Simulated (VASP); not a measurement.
NaCl:

```
Na Cl
1.0
     0.00000    3.08727    3.08727
     3.08727    0.00000    3.08727
     3.08727    3.08727    0.00000
Na Cl
1 1
Direct
  0.00000 0.00000 0.00000
  0.25000 0.25000 0.25000
```

Base run:

| Property | Result |
| --- | --- |
| Program | VASP 6.6.1 |
| Functional | r2SCAN |
| Potentials or basis | VASP PAW PBE potentials, release 64 (Na_pv, Cl) |
| Cutoff | 520 eV |
| k mesh | 8 × 8 × 8 |
| Occupations | gaussian, width 0.01 eV |
| Spin | no spin polarisation |

Its results: band gap on the k mesh 5.57 eV; pressure -0.1 GPa.

The run is repeated on the same cell with these changes: functional from r2SCAN to PBE; occupations from gaussian, width 0.01 eV to fermi-dirac, width 0.02 eV. What comes out?

Band gap on the k mesh 4.94 eV; pressure 0.7 GPa.

Caveats: the structure was generated, so it needn't be the stable form of NaCl; the PAW data sets were made with another functional, which shifts forces and pressure a little (at least some runs).

A k mesh can miss the band edges.
